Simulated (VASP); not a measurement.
# SrO (P6_3/mmc) in VASP: notebook

SrO is run at these levels: PBE; tasks: single point.

Everything below comes from runs of VASP 6.6.1. Logs are shortened: lines on timing, memory, paths and dates and some standing lists are left out, and cuts for length are marked.

## (1) The cell of the first run

Symmetry: P6_3/mmc, No. 194, hexagonal system. Conventional cell: a = 4.202 Å, b = 4.202 Å, c = 5.077 Å, α = 90.00°, β = 90.00°, γ = 120.00°. Within 3.2 Å of Sr (site symmetry -6m2) lie 5 O at 2.43 to 2.54 Å. Within 3.2 Å of O (site symmetry -6m2) lie 5 Sr at 2.43 to 2.54 Å.

## (2) Single point, PBE (19.41 Å³/atom)

File INCAR:

```
PREC = Accurate
ENCUT = 520
EDIFF = 1E-6
ISMEAR = 0
SIGMA = 0.01
LREAL = F
LASPH = T
NELM = 60
ALGO = Normal
ISIF = 2
LWAVE = F
LCHARG = F
GGA = PE
NBANDS = 24
```

File KPOINTS:

```
regular mesh
0
Gamma
  6 6 4
```

File POSCAR:

```
SrO
1.0
    4.2020034853      0.0000000000      0.0000000000
   -2.1010017426      3.6390417650      0.0000000000
    0.0000000000      0.0000000000      5.0773898491
Sr O
2 2
Direct
    0.3333333333      0.6666666667      0.9375089398
    0.6666666667      0.3333333333      0.4375089398
    0.3333333333      0.6666666667      0.4374910602
    0.6666666667      0.3333333333      0.9374910602
```

Potentials or basis: VASP PAW PBE potentials, release 64 (Sr_sv, O).

Launch:

```bash
> cat potpaw_PBE.64/Sr_sv/POTCAR potpaw_PBE.64/O/POTCAR > POTCAR
> mpirun -np 1 vasp_std > vasp.out
```

OUTCAR:

```text
PREC = Accurate
   ENCUT = 520
   EDIFF = 1E-6
   ISMEAR = 0
   LREAL = F
   LASPH = T
   NELM = 60
   ISIF = 2
   GGA = PE

 ion  position               nearest neighbor table
   1  0.333  0.667  0.938-   4 2.43   4 2.43   4 2.43   3 2.54   3 2.54   2 3.51   2 3.51   2 3.51
                             2 3.51   2 3.51   2 3.51
   2  0.667  0.333  0.438-   3 2.43   3 2.43   3 2.43   4 2.54   4 2.54   1 3.51   1 3.51   1 3.51
                             1 3.51   1 3.51   1 3.51
   3  0.333  0.667  0.437-   2 2.43   2 2.43   2 2.43   1 2.54   1 2.54
   4  0.667  0.333  0.937-   1 2.43   1 2.43   1 2.43   2 2.54   2 2.54

  LATTYP: Found a hexagonal cell.
 ALAT       =     4.2020034853
 C/A-ratio  =     1.2083259490

  Lattice vectors:

 A1 = (   4.2020034853,   0.0000000000,   0.0000000000)
 A2 = (  -2.1010017426,   3.6390417650,   0.0000000000)
 A3 = (   0.0000000000,   0.0000000000,   5.0773898491)

Analysis of symmetry for initial positions (statically):
=====================================================================
 Subroutine PRICEL returns:
 Original cell was already a primitive cell.

 Routine SETGRP: Setting up the symmetry group for a
 hexagonal supercell.

 Subroutine GETGRP returns: Found 12 space group operations
 (whereof  6 operations were pure point group operations)
 out of a pool of 24 trial point group operations.

The static configuration has the point symmetry C_3v.
 The point group associated with its full space group is C_6v.

Analysis of symmetry for dynamics (positions and initial velocities):
=====================================================================
 Subroutine PRICEL returns:
 Original cell was already a primitive cell.

 Routine SETGRP: Setting up the symmetry group for a
 hexagonal supercell.

 Subroutine GETGRP returns: Found 12 space group operations
 (whereof  6 operations were pure point group operations)
 out of a pool of 24 trial point group operations.

The dynamic configuration has the point symmetry C_3v.
 The point group associated with its full space group is C_6v.

 Subroutine INISYM returns: Found 12 space group operations
 (whereof  6 operations are pure point group operations),
 and found     1 'primitive' translations

----------------------------------------------------------------------------------------

                                     Primitive cell

  volume of cell :      77.6397

  direct lattice vectors                    reciprocal lattice vectors
     4.202003485  0.000000000  0.000000000     0.237981716  0.137398808  0.000000000
    -2.101001743  3.639041765  0.000000000     0.000000000  0.274797616  0.000000000
     0.000000000  0.000000000  5.077389849     0.000000000  0.000000000  0.196951589

  length of vectors
     4.202003485  4.202003485  5.077389849     0.274797616  0.274797616  0.196951589

  position of ions in fractional coordinates (direct lattice)
     0.333333333  0.666666667  0.937508940
     0.666666667  0.333333333  0.437508940
     0.333333333  0.666666667  0.437491060
     0.666666667  0.333333333  0.937491060

  ion indices of the primitive-cell ions
   primitive index   ion index
                 1           1
                 2           2
                 3           3
                 4           4

----------------------------------------------------------------------------------------

 KPOINTS: regular mesh

Automatic generation of k-mesh.
 Grid dimensions read from file:
 generate k-points for:    6    6    4

 Generating k-lattice:

  Cartesian coordinates                     Fractional coordinates (reciprocal lattice)
     0.039663619  0.022899801  0.000000000     0.166666667  0.000000000  0.000000000
     0.000000000  0.045799603  0.000000000     0.000000000  0.166666667  0.000000000
     0.000000000  0.000000000  0.049237897     0.000000000  0.000000000  0.250000000

  Length of vectors
     0.045799603  0.045799603  0.049237897

  Shift w.r.t. Gamma in fractional coordinates (k-lattice)
     0.000000000  0.000000000  0.000000000

 Subroutine IBZKPT returns following result:
 ===========================================

 Found     21 irreducible k-points:

 Following reciprocal coordinates:
            Coordinates               Weight
  0.000000  0.000000  0.000000      1.000000
  0.166667  0.000000  0.000000      6.000000
  0.333333 -0.000000  0.000000      6.000000
  0.500000 -0.000000  0.000000      3.000000
  0.166667  0.166667  0.000000      6.000000
  0.333333  0.166667  0.000000     12.000000
[... 13 lines left out ...]
  0.333333  0.166667  0.500000     12.000000
  0.333333  0.333333  0.500000      2.000000
   k-points           NKPTS =     21   k-points in BZ     NKDIM =     21   number of bands    NBANDS=     24
   number of dos      NEDOS =    301   number of ions     NIONS =      4
   total plane-waves  NPLWV =  40960
   dimension x,y,z NGX =    32 NGY =   32 NGZ =   40
   dimension x,y,z NGXF=    64 NGYF=   64 NGZF=   80
   ions per type =               2   2
   NGX,Y,Z   is equivalent  to a cutoff of  12.66, 12.66, 13.10 a.u.
   NGXF,Y,Z  is equivalent  to a cutoff of  25.32, 25.32, 26.19 a.u.
 SYSTEM =  unknown system
   PREC   = accura    normal or accurate (medium, high low for compatibility)
   ISTART =      0    job   : 0-new  1-cont  2-samecut
   ICHARG =      2    charge: 1-file 2-atom 10-const
   ISPIN  =      1    spin polarized calculation?
   LNONCOLLINEAR =      F non collinear calculations
   LSORBIT =      F    spin-orbit coupling
   LASPH  =      T    aspherical Exc in radial PAW
   ENCUT  =  520.0 eV  38.22 Ry    6.18 a.u.   7.81  7.81  9.44*2*pi/ulx,y,z
   NELM   =     60;   NELMIN=  2; NELMDL= -5     # of ELM steps
   EDIFF  = 0.1E-05   stopping-criterion for ELM
   LREAL  =      F    real-space projection
   EDIFFG = 0.1E-04   stopping-criterion for IOM
   NSW    =      0    number of steps for IOM
   IBRION =     -1    ionic relax: 0-MD 1-quasi-New 2-CG
   NFREE  =      0    steps in history (QN), initial steepest desc. (CG)
   ISIF   =      2    stress and relaxation
   ISYM   =      2    0-nonsym 1-usesym 2-fastsym
   POTIM  = 0.5000    time-step for ionic-motion
   TEBEG  =    0.0;   TEEND  =   0.0 temperature during run
   PSTRESS=    0.0 pullay stress
   NELECT =      32.0000    total number of electrons
   NUPDOWN=      -1.0000    fix difference up-down
   EMIN   =  10.00;   EMAX   =-10.00  energy-range for DOS
   EFERMI =   0.00;   METHOD = LEGACY
   ISMEAR =     0;   SIGMA  =   0.01  broadening in eV -4-tet -1-fermi 0-gaus
   EFERMI_NEDOS =   21; number of points for ismear=-14 and -15
   IALGO  =     38    algorithm
   IMIX   =      4    mixing-type and parameters
     AMIX     =   0.40;   BMIX     =  1.00
     AMIX_MAG =   1.60;   BMIX_MAG =  1.00
  volume/ion in A,a.u.               =      19.41       130.98
  Fermi-wavevector in a.u.,A,eV,Ry     =   1.218326  2.302302 20.195375  1.484318
  Thomas-Fermi vector in A             =   2.353616
   LORBIT       =      0    0 simple, 1 ext, 2 COOP (PROOUT), +10 PAW based schemes
   GGA     = PE    functional components
   LHFCALC =     F    Hartree Fock is set to
   AEXX    =    0.0000 exact exchange contribution
   IVDW    =     0    specifies the selected vdW correction
   LEPSILON=     F    determine dielectric tensor
   LRPA    =     F    only Hartree local field effects (RPA)
 non-spin polarized calculation
 Gauss-broadening in eV      SIGMA  =   0.01
  energy-cutoff  :      520.00
  volume of cell :       77.64
 maximum number of plane-waves:      2109
 NGX is ok and might be reduce to    32
   NGX = 15   NGY = 15   NGZ = 19

 number of electron      32.0000006 magnetization

 Free energy of the ion-electron system (eV)
  ---------------------------------------------------
  ext. energy  EPLUGINS =         0.00000000
  ---------------------------------------------------
  free energy    TOTEN  =       -23.81310030 eV

  energy without entropy =      -23.81310030  energy(sigma->0) =      -23.81310030

 E-fermi :   1.0663     XC(G=0):  -9.1565

 val. band max:        0.9590079174   @ k =   0.0000   0.0000   0.0000
 cond. band min:       3.7506072355   @ k =   0.0000   0.0000   0.0000
 fundamental gap:      2.7915993180
 Fermi energy:         1.0663330339

 k-point     1 :       0.0000    0.0000    0.0000
  band No.  band energies     occupation
      1     -31.2733      2.00000
      2     -31.0697      2.00000
      3     -14.1539      2.00000
      4     -14.1262      2.00000
      5     -13.8998      2.00000
      6     -13.4328      2.00000
[... 16 lines left out ...]
     23       9.8623      0.00000
     24      10.0607      0.00000

 k-point     2 :       0.1667    0.0000    0.0000
  band No.  band energies     occupation
      1     -31.2557      2.00000
      2     -31.0759      2.00000
      3     -14.6127      2.00000
      4     -14.5196      2.00000
      5     -13.8368      2.00000
      6     -13.4767      2.00000
[... 16 lines left out ...]
     23       9.6450      0.00000
     24       9.7521      0.00000

 k-point     3 :       0.3333   -0.0000    0.0000
  band No.  band energies     occupation
      1     -31.2132      2.00000
      2     -31.0954      2.00000
      3     -15.0988      2.00000
      4     -14.9962      2.00000
      5     -13.6751      2.00000
      6     -13.5559      2.00000
[... 16 lines left out ...]
     23       9.5094      0.00000
     24      10.0322      0.00000

 k-point     4 :       0.5000   -0.0000    0.0000
  band No.  band energies     occupation
      1     -31.1824      2.00000
      2     -31.1147      2.00000
      3     -15.2786      2.00000
      4     -15.1779      2.00000
      5     -13.5925      2.00000
      6     -13.5461      2.00000
[... 16 lines left out ...]
     23       9.8894      0.00000
     24      10.0418      0.00000

 k-point     5 :       0.1667    0.1667    0.0000
  band No.  band energies     occupation
      1     -31.2252      2.00000
      2     -31.0892      2.00000
      3     -14.9845      2.00000
      4     -14.8974      2.00000
      5     -13.7225      2.00000
      6     -13.5647      2.00000
[... 16 lines left out ...]
     23       9.7040      0.00000
     24      10.0928      0.00000

 k-point     6 :       0.3333    0.1667    0.0000
  band No.  band energies     occupation
      1     -31.1825      2.00000
      2     -31.1146      2.00000
      3     -15.2481      2.00000
      4     -15.1796      2.00000
      5     -13.6658      2.00000
      6     -13.5473      2.00000
[... 16 lines left out ...]
     23       9.7308      0.00000
     24      10.0934      0.00000
[... 298 lines left out ...]
 k-point    18 :       0.5000   -0.0000    0.5000
  band No.  band energies     occupation
      1     -31.1463      2.00000
      2     -31.1463      2.00000
      3     -15.6349      2.00000
      4     -15.6349      2.00000
      5     -13.3501      2.00000
      6     -13.3501      2.00000
[... 16 lines left out ...]
     23      10.2353      0.00000
     24      10.2354      0.00000

 k-point    19 :       0.1667    0.1667    0.5000
  band No.  band energies     occupation
      1     -31.1555      2.00000
      2     -31.1555      2.00000
      3     -15.3996      2.00000
      4     -15.3996      2.00000
      5     -13.3407      2.00000
      6     -13.3407      2.00000
[... 16 lines left out ...]
     23       9.6364      0.00000
     24       9.6364      0.00000

 k-point    20 :       0.3333    0.1667    0.5000
  band No.  band energies     occupation
      1     -31.1463      2.00000
      2     -31.1463      2.00000
      3     -15.6251      2.00000
      4     -15.6251      2.00000
      5     -13.4056      2.00000
      6     -13.4056      2.00000
[... 16 lines left out ...]
     23      10.4014      0.00000
     24      10.4014      0.00000

 k-point    21 :       0.3333    0.3333    0.5000
  band No.  band energies     occupation
      1     -31.1433      2.00000
      2     -31.1433      2.00000
      3     -15.6845      2.00000
      4     -15.6845      2.00000
      5     -13.4669      2.00000
      6     -13.4669      2.00000
[... 16 lines left out ...]
     23      10.5396      0.00000
     24      10.5396      0.00000

------------------------ aborting loop because EDIFF is reached ----------------------------------------

  FORCE on cell =-STRESS in cart. coord.  units (eV):
  Direction    XX          YY          ZZ          XY          YZ          ZX
  --------------------------------------------------------------------------------------
  -------------------------------------------------------------------------------------
  Total        2.5947698      2.5947698      2.8390073      0.0000000      0.0000000      0.0000000
  in kB       53.5458065     53.5458065     58.5859035      0.0000000      0.0000000      0.0000000
  external PRESSURE =      55.2258388 kB  Pullay stress =       0.0000000 kB

 VOLUME and BASIS-vectors are now :
 -----------------------------------------------------------------------------
  energy-cutoff  :      520.00
  volume of cell :       77.64
      direct lattice vectors                 reciprocal lattice vectors
     4.202003485  0.000000000  0.000000000     0.237981716  0.137398808  0.000000000
    -2.101001743  3.639041765  0.000000000     0.000000000  0.274797616  0.000000000
     0.000000000  0.000000000  5.077389849     0.000000000  0.000000000  0.196951589

 POSITION                                       TOTAL-FORCE (eV/Angst)
 -----------------------------------------------------------------------------------
     -0.00000      2.42603      4.76010        -0.000000      0.000000     -0.000254
      2.10100      1.21301      2.22140         0.000000      0.000000     -0.000254
     -0.00000      2.42603      2.22131        -0.000000      0.000000      0.000254
      2.10100      1.21301      4.76001         0.000000      0.000000      0.000254
 -----------------------------------------------------------------------------------
    total drift:                               -0.000000      0.000000      0.000003

  FREE ENERGIE OF THE ION-ELECTRON SYSTEM (eV)
  ---------------------------------------------------
  free  energy   TOTEN  =       -23.8131003038 eV

  energy  without entropy=      -23.8131003038  energy(sigma->0) =      -23.81310030
```

Wall time 47 s (1 thread of Intel Xeon 8259CL, shared host); peak memory 0.2 GiB.

Results:

| Item | Value |
| --- | --- |
| Free energy | -23.8131 eV |
| Pressure | 5.5 GPa |
| Band gap on the k mesh | 2.79 eV |

Stress tensor (GPa, compression positive):
```
5.35 0.00 0.00
0.00 5.35 0.00
0.00 0.00 5.86
```

Levels at points of the mesh, in eV from the valence-band top:
| k point | band 12 | band 13 | band 14 | band 15 | band 16 | band 17 | band 18 | band 19 | band 20 | band 21 |
| --- | --- | --- | --- | --- | --- | --- | --- | --- | --- | --- |
| (0.00, 0.00, 0.00) | -1.14 | -0.93 | -0.93 | -0.25 | 0.00 | 2.79 | 6.23 | 6.23 | 7.39 | 8.26 |
| (0.50, 0.00, 0.00) | -0.89 | -0.34 | -0.33 | -0.32 | -0.28 | 4.38 | 4.90 | 5.12 | 7.47 | 8.30 |
| (0.00, 0.00, 0.50) | -1.30 | -1.16 | -1.16 | -1.16 | -1.16 | 4.50 | 4.50 | 8.08 | 8.08 | 8.08 |
| (0.50, 0.00, 0.50) | -1.69 | -0.95 | -0.95 | -0.43 | -0.43 | 5.04 | 5.04 | 7.58 | 7.58 | 8.36 |

Caveat: the cell stands under pressure.

(Part 1 of 2 ends here.)
